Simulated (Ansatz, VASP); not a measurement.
# One calculation of SiC, two programs

```
CELL_PARAMETERS angstrom
3.10581 0.00000 0.00000
-1.55290 2.68971 0.00000
0.00000 0.00000 5.09809
ATOMIC_POSITIONS crystal
Si 0.33333 0.66667 0.49959
Si 0.66667 0.33333 0.99959
C 0.33333 0.66667 0.87541
C 0.66667 0.33333 0.37541
```

Alike in both runs: task single point; functional r2SCAN; k mesh 9 × 9 × 4; no spin polarisation.

```csv
,VASP,Ansatz
version,VASP 6.6.1,Ansatz 0.2.0
potentials or method,"VASP PAW PBE potentials, release 64 (Si, C)","plane waves, PAW"
plane-wave cutoff (eV),520,500
occupations,"gaussian, width 0.01 eV",fixed
valence electrons in the cell,16,16
```

Ansatz gave:

* gap on the k mesh at the Fermi level (eV): 2.69
* pressure (GPa): -6.4
* traceless stress, the component that is largest in VASP (GPa): 0.11

Problem. Which values does VASP return?

Solution. gap on the k mesh at the Fermi level (eV): 2.70; pressure (GPa): -6.5; traceless stress, the component that is largest in VASP (GPa): 0.12.

VASP's potentials were made for PBE, not for r2SCAN.
